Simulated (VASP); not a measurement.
Wanted: the native input for a VASP 6.6.1 run.

```
Task                   : single point
Functional             : r2SCAN
Potentials or basis    : VASP PAW PBE potentials, release 64 (Ti_sv, Al)
Cutoff                 : 520 eV
k mesh                 : 8 × 8 × 8
Occupations            : fermi-dirac, width 0.05 eV
Spin                   : no spin polarisation
Dipole correction      : no
Further INCAR settings : ALGO = Normal; EDIFF = 1e-06; NBANDS = 14
```

TiAl:

```xyz
2
Lattice="2.9906 0.0000 0.0000 0.0000 2.9906 0.0000 0.0000 0.0000 2.9906" Properties=species:S:1:pos:R:3 pbc="T T T"
Ti    0.0000    0.0000    0.0000
Al    1.4953    1.4953    1.4953
```

These files were run (other wordings do the same):

POSCAR

```
TiAl
1.0
    2.9905550849      0.0000000000      0.0000000000
    0.0000000000      2.9905550849      0.0000000000
    0.0000000000      0.0000000000      2.9905550849
Ti Al
1 1
Direct
    0.0000000000      0.0000000000      0.0000000000
    0.5000000000      0.5000000000      0.5000000000
```

INCAR.step1

```
PREC = Accurate
ENCUT = 520
ISMEAR = -1
SIGMA = 0.05
LREAL = False
LASPH = True
NELM = 80
NBANDS = 14
GGA = PE
ALGO = Normal
EDIFF = 1E-4
LWAVE = True
LCHARG = False
```

INCAR.step2

```
PREC = Accurate
ENCUT = 520
EDIFF = 1E-6
ISMEAR = -1
SIGMA = 0.05
LREAL = False
LASPH = True
NELM = 80
ALGO = Normal
ISIF = 2
LWAVE = False
LCHARG = False
METAGGA = R2SCAN
LMIXTAU = True
NBANDS = 14
ISTART = 1
```

KPOINTS

```
regular mesh
0
Gamma
  8 8 8
```

Potentials or basis: VASP PAW PBE potentials, release 64 (Ti_sv, Al).

Command:

```console
$ cat potpaw_PBE.64/Ti_sv/POTCAR potpaw_PBE.64/Al/POTCAR > POTCAR
$ cp INCAR.step1 INCAR
$ mpirun -np 1 vasp_std > vasp.out
$ cp INCAR.step2 INCAR
$ mpirun -np 1 vasp_std > vasp.out
```

Results of the run:

```
Pressure               : 30.2 GPa
Band gap on the k mesh : zero (an odd number of electrons rules out a gap without spin polarisation)
```

Caveat: the cell stands under pressure; the PAW data sets were made with another functional, which shifts forces and pressure a little.

It took 66 s on 1 thread of Intel Xeon 8259CL (shared host), peak memory 0.15 GiB.
